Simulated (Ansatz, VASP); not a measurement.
**Two plane-wave programs on Co2W3**

```
Co W
1.0
     2.73380    0.00000    0.00000
    -1.36690    2.36754    0.00000
     0.00000    0.00000   22.34802
Co W
4 6
Direct
  0.33333 0.66667 0.95799
  0.33333 0.66667 0.12838
  0.66667 0.33333 0.87162
  0.66667 0.33333 0.04201
  0.33333 0.66667 0.77933
  0.33333 0.66667 0.33224
  0.33333 0.66667 0.55603
  0.66667 0.33333 0.22067
  0.66667 0.33333 0.44397
  0.66667 0.33333 0.66776
```

Alike in both runs: functional PBE; k mesh 6 × 6 × 1; occupations gaussian, width 0.1 eV; collinear spin.

Ansatz relaxed the structure, and its values are those at the end. VASP's run is a single point on that final structure, the one shown.

|  | VASP | Ansatz |
| --- | --- | --- |
| version | VASP 6.6.1 | Ansatz 0.2.0 |
| potentials or method | VASP PAW PBE potentials, release 64 (Co, W_sv), cutoff 520 eV | scalar-relativistic, plane waves, PAW |
| valence electrons in the cell | 120 | 152 |

Ansatz gave:

```
gap on the k mesh at the Fermi level (eV)                     : none
pressure (GPa)                                                : 0.0
rms of the force components (eV/Å)                            : 0.005
net moment per atom (μB)                                      : 0.45
size of the moment on the site where the two differ most (μB) : 1.72
```

**Question.** What did VASP give for the same quantities?

**Answer.** gap on the k mesh at the Fermi level (eV): none; pressure (GPa): -0.9; rms of the force components (eV/Å): 0.073; net moment per atom (μB): 0.12; size of the moment on the site where the two differ most (μB): 0.09.

The net moments are unlike, so the other rows may belong to different states. Site moments also hang on the region over which each program counts them. A gap of «none» marks a metal or a gap that the smearing closes. VASP's potentials hold 120 valence electrons a cell and Ansatz's 152, so a difference there can come from the potentials and not from the codes. Ansatz's warnings: derived cap gave way, seeded moment not kept.

The k mesh is coarse, so the values compare programs but aren't converged. Spin-orbit coupling is off throughout.
